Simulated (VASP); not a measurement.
Set up this calculation in VASP 6.6.1, as the native input.

```
Task                   : single point
Functional             : PBE
Potentials or basis    : VASP PAW PBE potentials, release 64 (P)
Cutoff                 : 520 eV
k mesh                 : 8 × 4 × 4
Occupations            : gaussian, width 0.2 eV
Spin                   : no spin polarisation
Dipole correction      : no
Further INCAR settings : ALGO = Normal; EDIFF = 1e-06; NBANDS = 18
```

The structure of P lies in POSCAR:

```
P
1.0
    0.0005597190      0.0000908648      2.4536637394
    4.8800420126     -0.0002871760      0.0014332705
   -0.0002565969      4.9091695396      0.0001683639
P
4
Direct
    0.0000462244      0.0094827194     -0.0000525273
    0.0000391688      0.0094937222      0.5000583651
   -0.0000381871      0.4905121200      0.0000863357
   -0.0000472061      0.4905114385      0.4999078265
```

The input as run:

INCAR

```
  ALGO = Normal
  EDIFF = 1E-6
  ENCUT = 520
  GGA = PE
  ISIF = 2
  ISMEAR = 0
  LASPH = True
  LCHARG = True
  LELF = True
  LREAL = False
  LVHAR = True
  LWAVE = False
  NBANDS = 18
  NELM = 100
  PREC = Accurate
  SIGMA = 0.2
```

KPOINTS

```
k-points
0
Gamma
  8 4 4
```

Potentials or basis: VASP PAW PBE potentials, release 64 (P).

Launch:

```console
$ cat potpaw_PBE.64/P/POTCAR > POTCAR
$ mpirun -np 1 vasp_std > vasp.out
```

It gave:

```yaml
Pressure: -0.2 GPa
Largest_force: 0.017 eV/Å
Band_gap_on_the_k_mesh: zero (band 10 reaches 14.35 eV, above the bottom of band 11 at 6.68 eV)
```

Wall time 20 s on 1 thread of Intel(R) Xeon(R) 6975P-C (Granite Rapids), on a shared host, peak memory 0.18 GiB.
